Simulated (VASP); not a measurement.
A run of VASP 6.6.1 is set up as follows.

The input INCAR:

```
PREC = Accurate
ENCUT = 600
EDIFF = 1E-6
ISMEAR = 0
SIGMA = 0.02
LREAL = False
LASPH = True
NELM = 120
ALGO = Normal
ISIF = 2
LWAVE = False
LCHARG = False
GGA = PE
IVDW = 12
NBANDS = 70
GGA_COMPAT = False
```

The input KPOINTS:

```
Automatic mesh
0
Gamma
  4 6 2
```

File POSCAR:

```
CuSbS2
1.0
    6.0216670819      0.0000000000      0.0000000000
    0.0000000000      3.7688460626      0.0000000000
    0.0000000000      0.0000000000     14.1891665496
Cu Sb S
4 4 8
Direct
    0.7524901580      0.2500000000      0.3275529369
    0.2524901580      0.2500000000      0.1724470631
    0.2475098420      0.7500000000      0.6724470631
    0.7475098420      0.7500000000      0.8275529369
    0.2218614808      0.2500000000      0.9413639261
    0.7781385192      0.7500000000      0.0586360739
    0.7218614808      0.2500000000      0.5586360739
    0.2781385192      0.7500000000      0.4413639261
    0.6238542468      0.2500000000      0.9040641450
    0.3761457532      0.7500000000      0.0959358550
    0.1238542468      0.2500000000      0.5959358550
    0.8761457532      0.7500000000      0.4040641450
    0.1239936626      0.7500000000      0.8231053988
    0.3760063374      0.2500000000      0.3231053988
    0.6239936626      0.7500000000      0.6768946012
    0.8760063374      0.2500000000      0.1768946012
```

Potentials or basis: VASP PAW PBE potentials, release 64 (Cu, Sb, S).

Launch:

```console
$ cat potpaw_PBE.64/Cu/POTCAR potpaw_PBE.64/Sb/POTCAR potpaw_PBE.64/S/POTCAR > POTCAR
$ mpirun -np 1 vasp_std > vasp.out
```

(1) What does it give for the pressure?

(2) Predict the band gap on the k mesh.

(3) Predict the dispersion energy per atom.

(4) Estimate the largest force.

## Answers

(1) 0.1 GPa.

(2) 0.70 eV (least direct gap 1.03 eV).

(3) -0.397 eV.

(4) 0.029 eV/Å.

Caveat: spin-orbit coupling is left out, which moves the levels of the heavy elements.
